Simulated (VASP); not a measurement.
A run of VASP 6.6.1 is set up as follows.

Contents of INCAR:

```
SYSTEM = PbS
PREC = Accurate
ENCUT = 520
EDIFF = 1E-6
ISMEAR = 0
SIGMA = 0.01
LREAL = .FALSE.
LASPH = .TRUE.
NELM = 80
ALGO = Normal
ISIF = 2
LWAVE = .FALSE.
LCHARG = .TRUE.
GGA = PE
LELF = .TRUE.
LVHAR = .TRUE.
NBANDS = 17
```

Contents of KPOINTS:

```
Automatic mesh
0
G
  6 6 6
  0 0 0
```

The input POSCAR:

```
PbS
1.0
    0.0000000000      3.3564768316      3.3564768316
    3.3564768316      0.0000000000      3.3564768316
    3.3564768316      3.3564768316      0.0000000000
Pb S
1 1
Direct
    0.0000000000      0.0000000000      0.0000000000
    0.2500000000      0.2500000000      0.2500000000
```

Potentials or basis: VASP PAW PBE potentials, release 64 (Pb_d, S).

Launch:

```sh
$ cat potpaw_PBE.64/Pb_d/POTCAR potpaw_PBE.64/S/POTCAR > POTCAR
$ mpirun -np 1 vasp_std > vasp.out
```

Question: What does it give for the pressure?

Answer: -1.0 GPa.

Question: Predict the band gap on the k mesh.

Answer: 1.01 eV, indirect (least direct gap 1.33 eV).

Caveat: spin-orbit coupling is left out, which moves the levels of the heavy elements. A k mesh can miss the band edges.
